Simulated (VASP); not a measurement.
# W (Im-3m) in VASP: single point with r2SCAN

Aim: the single point of W with r2SCAN.

Everything below comes from runs of VASP 6.6.1. Logs are shortened: lines on timing, memory, paths and dates and some standing lists are left out, and cuts for length are marked.

## (1) The cell of the first run

The structure is cubic, space group Im-3m (No. 229). The conventional cell has a = 3.169 Å, b = 3.169 Å, c = 3.169 Å, α = 90.00°, β = 90.00°, γ = 90.00°. W (site symmetry m-3m) has 14 W at 2.74 to 3.17 Å within 3.6 Å.

## (2) Single point, r2SCAN

File POSCAR:

```
W
1.0
   -1.5843276480      1.5843276480      1.5843276480
    1.5843276480     -1.5843276480      1.5843276480
    1.5843276480      1.5843276480     -1.5843276480
W
1
Direct
    0.0000000000      0.0000000000      0.0000000000
```

File INCAR.step1:

```
SYSTEM = W
PREC     = Accurate       ! precision mode
ENCUT    = 520            ! plane-wave cutoff, eV
ISMEAR   = -1             ! smearing method
SIGMA    = 0.05           ! smearing width, eV
LREAL    = .False.        ! projectors in reciprocal space
LASPH    = .True.         ! aspherical terms in the spheres
NELM     = 100            ! most SCF steps
NBANDS   = 13             ! bands
GGA      = PE             ! functional
ALGO     = Normal         ! electronic algorithm
EDIFF    = 1E-4           ! SCF threshold, eV
LWAVE    = .True.         ! write WAVECAR
LCHARG   = .False.        ! write CHGCAR
```

File INCAR.step2:

```
SYSTEM = W
PREC     = Accurate       ! precision mode
ENCUT    = 520            ! plane-wave cutoff, eV
EDIFF    = 1E-6           ! SCF threshold, eV
ISMEAR   = -1             ! smearing method
SIGMA    = 0.05           ! smearing width, eV
LREAL    = .False.        ! projectors in reciprocal space
LASPH    = .True.         ! aspherical terms in the spheres
NELM     = 100            ! most SCF steps
ALGO     = Normal         ! electronic algorithm
ISIF     = 2              ! what is computed and relaxed
LWAVE    = .False.        ! write WAVECAR
LCHARG   = .True.         ! write CHGCAR
METAGGA  = R2SCAN         ! meta-GGA
LMIXTAU  = .True.       
LELF     = .True.         ! ELF
LVHAR    = .True.       
NBANDS   = 13             ! bands
ISTART   = 1
```

File KPOINTS:

```
regular mesh
0
Gamma
  19 19 19
  0 0 0
```

Potentials or basis: VASP PAW PBE potentials, release 64 (W_sv).

Started as:

```
cat potpaw_PBE.64/W_sv/POTCAR > POTCAR
cp INCAR.step1 INCAR
mpirun -np 1 vasp_std > vasp.out
cp INCAR.step2 INCAR
mpirun -np 1 vasp_std > vasp.out
```

OUTCAR:

```text
SYSTEM = W
   PREC = Accurate
   ENCUT = 520
   EDIFF = 1E-6
   ISMEAR = -1
   LREAL = .False.
   LASPH = .True.
   NELM = 100
   ISIF = 2
   METAGGA = R2SCAN
   ISTART = 1

 ion  position               nearest neighbor table
   1  0.000  0.000  0.000-

  LATTYP: Found a body centered cubic cell.
 ALAT       =     3.1686552960

  Lattice vectors:

 A1 = (  -1.5843276480,   1.5843276480,   1.5843276480)
 A2 = (   1.5843276480,  -1.5843276480,   1.5843276480)
 A3 = (   1.5843276480,   1.5843276480,  -1.5843276480)

Analysis of symmetry for initial positions (statically):
=====================================================================
 Subroutine PRICEL returns:
 Original cell was already a primitive cell.

 Routine SETGRP: Setting up the symmetry group for a
 body centered cubic supercell.

 Subroutine GETGRP returns: Found 48 space group operations
 (whereof 48 operations were pure point group operations)
 out of a pool of 48 trial point group operations.

The static configuration has the point symmetry O_h .

Analysis of symmetry for dynamics (positions and initial velocities):
=====================================================================
 Subroutine PRICEL returns:
 Original cell was already a primitive cell.

 Routine SETGRP: Setting up the symmetry group for a
 body centered cubic supercell.

 Subroutine GETGRP returns: Found 48 space group operations
 (whereof 48 operations were pure point group operations)
 out of a pool of 48 trial point group operations.

The dynamic configuration has the point symmetry O_h .

 Subroutine INISYM returns: Found 48 space group operations
 (whereof 48 operations are pure point group operations),
 and found     1 'primitive' translations

----------------------------------------------------------------------------------------

                                     Primitive cell

  volume of cell :      15.9072

  direct lattice vectors                    reciprocal lattice vectors
    -1.584327648  1.584327648  1.584327648     0.000000000  0.315591286  0.315591286
     1.584327648 -1.584327648  1.584327648     0.315591286  0.000000000  0.315591286
     1.584327648  1.584327648 -1.584327648     0.315591286  0.315591286  0.000000000

  length of vectors
     2.744135982  2.744135982  2.744135982     0.446313477  0.446313477  0.446313477

  position of ions in fractional coordinates (direct lattice)
     0.000000000  0.000000000  0.000000000

  ion indices of the primitive-cell ions
   primitive index   ion index
                 1           1

----------------------------------------------------------------------------------------

 KPOINTS: regular mesh

Automatic generation of k-mesh.
 Grid dimensions read from file:
 generate k-points for:   19   19   19

 Generating k-lattice:

  Cartesian coordinates                     Fractional coordinates (reciprocal lattice)
     0.000000000  0.016610068  0.016610068     0.052631579  0.000000000  0.000000000
     0.016610068  0.000000000  0.016610068     0.000000000  0.052631579  0.000000000
     0.016610068  0.016610068  0.000000000     0.000000000  0.000000000  0.052631579

  Length of vectors
     0.023490183  0.023490183  0.023490183

  Shift w.r.t. Gamma in fractional coordinates (k-lattice)
     0.000000000  0.000000000  0.000000000

 Subroutine IBZKPT returns following result:
 ===========================================

 Found    220 irreducible k-points:

 Following reciprocal coordinates:
            Coordinates               Weight
  0.000000  0.000000  0.000000      1.000000
  0.052632  0.000000  0.000000     12.000000
  0.105263  0.000000  0.000000     12.000000
  0.157895  0.000000  0.000000     12.000000
  0.210526  0.000000  0.000000     12.000000
  0.263158  0.000000  0.000000     12.000000
[... 16 lines left out ...]
  0.263158  0.105263  0.000000     48.000000
  0.315789  0.105263  0.000000     48.000000
 [... further k-points ...]
   k-points           NKPTS =    220   k-points in BZ     NKDIM =    220   number of bands    NBANDS=     13
   number of dos      NEDOS =    301   number of ions     NIONS =      1
   total plane-waves  NPLWV =   8000
   dimension x,y,z NGX =    20 NGY =   20 NGZ =   20
   dimension x,y,z NGXF=    40 NGYF=   40 NGZF=   40
   ions per type =               1
   NGX,Y,Z   is equivalent  to a cutoff of  12.12, 12.12, 12.12 a.u.
   NGXF,Y,Z  is equivalent  to a cutoff of  24.23, 24.23, 24.23 a.u.
 SYSTEM =  W
   PREC   = accura    normal or accurate (medium, high low for compatibility)
   ISTART =      1    job   : 0-new  1-cont  2-samecut
   ICHARG =      0    charge: 1-file 2-atom 10-const
   ISPIN  =      1    spin polarized calculation?
   LNONCOLLINEAR =      F non collinear calculations
   LSORBIT =      F    spin-orbit coupling
   LASPH  =      T    aspherical Exc in radial PAW
   ENCUT  =  520.0 eV  38.22 Ry    6.18 a.u.   5.10  5.10  5.10*2*pi/ulx,y,z
   NELM   =    100;   NELMIN=  2; NELMDL=  0     # of ELM steps
   EDIFF  = 0.1E-05   stopping-criterion for ELM
   LREAL  =      F    real-space projection
   EDIFFG = 0.1E-04   stopping-criterion for IOM
   NSW    =      0    number of steps for IOM
   IBRION =     -1    ionic relax: 0-MD 1-quasi-New 2-CG
   NFREE  =      0    steps in history (QN), initial steepest desc. (CG)
   ISIF   =      2    stress and relaxation
   ISYM   =      2    0-nonsym 1-usesym 2-fastsym
   POTIM  = 0.5000    time-step for ionic-motion
   TEBEG  =    0.0;   TEEND  =   0.0 temperature during run
   PSTRESS=    0.0 pullay stress
   NELECT =      14.0000    total number of electrons
   NUPDOWN=      -1.0000    fix difference up-down
   EMIN   =  10.00;   EMAX   =-10.00  energy-range for DOS
   EFERMI =   0.00;   METHOD = LEGACY
   ISMEAR =    -1;   SIGMA  =   0.05  broadening in eV -4-tet -1-fermi 0-gaus
   EFERMI_NEDOS =   21; number of points for ismear=-14 and -15
   IALGO  =     38    algorithm
   IMIX   =      4    mixing-type and parameters
     AMIX     =   0.40;   BMIX     =  1.00
     AMIX_MAG =   1.60;   BMIX_MAG =  1.00
  volume/ion in A,a.u.               =      15.91       107.35
  Fermi-wavevector in a.u.,A,eV,Ry     =   1.568866  2.964727 33.488570  2.461340
  Thomas-Fermi vector in A             =   2.670834
   LORBIT       =      0    0 simple, 1 ext, 2 COOP (PROOUT), +10 PAW based schemes
   METAGGA = R2SCAN    functional components
   LHFCALC =     F    Hartree Fock is set to
   AEXX    =    0.0000 exact exchange contribution
   IVDW    =     0    specifies the selected vdW correction
   LEPSILON=     F    determine dielectric tensor
   LRPA    =     F    only Hartree local field effects (RPA)
 non-spin polarized calculation
  energy-cutoff  :      520.00
  volume of cell :       15.91
 maximum number of plane-waves:       442
   NGX = 11   NGY = 11   NGZ = 11

 number of electron      14.0000003 magnetization

 Free energy of the ion-electron system (eV)
  ---------------------------------------------------
  ext. energy  EPLUGINS =         0.00000000
  ---------------------------------------------------
  free energy    TOTEN  =       -51.35545037 eV

  energy without entropy =      -51.35245388  energy(sigma->0) =      -51.35395213

 E-fermi :  11.1897     XC(G=0): -14.9366

 val. band max:       11.1612339929   @ k =  -0.4737   0.4737   0.0526
 cond. band min:      11.1992749412   @ k =  -0.3158   0.3158   0.2105
 fundamental gap:      0.0380409483
 Fermi energy:        11.1896638364

 k-point     1 :       0.0000    0.0000    0.0000
  band No.  band energies     occupation
      1     -64.8793      2.00000
      2     -27.7443      2.00000
      3     -27.7443      2.00000
      4     -27.7443      2.00000
      5       1.1301      2.00000
      6       9.9624      2.00000
      7       9.9624      2.00000
      8       9.9624      2.00000
      9      13.7964      0.00000
     10      13.7964      0.00000
     11      26.4899      0.00000
     12      26.4900      0.00000
     13      26.4900      0.00000

 k-point     2 :       0.0526    0.0000    0.0000
  band No.  band energies     occupation
      1     -64.8753      2.00000
      2     -27.7842      2.00000
      3     -27.7566      2.00000
      4     -27.7445      2.00000
      5       1.2702      2.00000
      6       9.8758      2.00000
      7       9.9425      2.00000
      8      10.0967      2.00000
      9      13.6539      0.00000
     10      13.7957      0.00000
     11      26.6099      0.00000
     12      26.7286      0.00000
     13      26.8308      0.00000

 k-point     3 :       0.1053    0.0000    0.0000
  band No.  band energies     occupation
      1     -64.8638      2.00000
      2     -27.8984      2.00000
      3     -27.7921      2.00000
      4     -27.7450      2.00000
      5       1.6765      2.00000
      6       9.6347      2.00000
      7       9.8609      2.00000
      8      10.4955      2.00000
      9      13.3352      0.00000
     10      13.8002      0.00000
     11      26.9159      0.00000
     12      27.4245      0.00000
     13      27.7097      0.00000
[... 305 lines left out ...]
 k-point    23 :       0.2632    0.1053    0.0000
  band No.  band energies     occupation
      1     -64.7688      2.00000
      2     -28.7246      2.00000
      3     -28.0754      2.00000
      4     -27.8018      2.00000
      5       4.7839      2.00000
      6       8.1527      2.00000
      7       9.0416      2.00000
      8      13.0062      0.00000
      9      14.4617      0.00000
     10      14.9513      0.00000
     11      25.5372      0.00000
     12      27.0095      0.00000
     13      31.7686      0.00000

 k-point    24 :       0.3158    0.1053    0.0000
  band No.  band energies     occupation
      1     -64.7493      2.00000
      2     -28.8785      2.00000
      3     -28.1465      2.00000
      4     -27.8043      2.00000
      5       5.0651      2.00000
      6       7.8871      2.00000
      7       9.5641      2.00000
      8      13.2994      0.00000
      9      14.5958      0.00000
     10      16.2288      0.00000
     11      24.3465      0.00000
     12      25.6113      0.00000
     13      30.4404      0.00000

 [... further k-points ...]
[... 5 lines left out ...]
  --------------------------------------------------------------------------------------
  -------------------------------------------------------------------------------------
  Total        0.1249689      0.1249689      0.1249689      0.0000000      0.0000000      0.0000000
  in kB       12.5868602     12.5868602     12.5868602      0.0000000      0.0000000      0.0000000
  external PRESSURE =      12.5868602 kB  Pullay stress =       0.0000000 kB

 VOLUME and BASIS-vectors are now :
 -----------------------------------------------------------------------------
  energy-cutoff  :      520.00
  volume of cell :       15.91
      direct lattice vectors                 reciprocal lattice vectors
    -1.584327648  1.584327648  1.584327648     0.000000000  0.315591286  0.315591286
     1.584327648 -1.584327648  1.584327648     0.315591286  0.000000000  0.315591286
     1.584327648  1.584327648 -1.584327648     0.315591286  0.315591286  0.000000000

 POSITION                                       TOTAL-FORCE (eV/Angst)
 -----------------------------------------------------------------------------------
      0.00000      0.00000      0.00000         0.000000     -0.000000      0.000000
 -----------------------------------------------------------------------------------
    total drift:                                0.000000     -0.000000      0.000000

  FREE ENERGIE OF THE ION-ELECTRON SYSTEM (eV)
  ---------------------------------------------------
  free  energy   TOTEN  =       -51.3554503722 eV

  energy  without entropy=      -51.3524538810  energy(sigma->0) =      -51.35395213
```

Run time: 72 s. Hardware: 1 thread of Intel Xeon Platinum 8488C (Sapphire Rapids), shared host; peak memory 0.16 GiB.

Results:

```yaml
Free_energy: -51.3555 eV
Pressure: 1.3 GPa
Band_gap_on_the_k_mesh: zero (band 7 reaches 16.20 eV, above the bottom of band 8 at 9.96 eV)
```

Caveat: the PAW data sets were made with another functional, which shifts forces and pressure a little; spin-orbit coupling is left out, which moves the levels of the heavy elements.
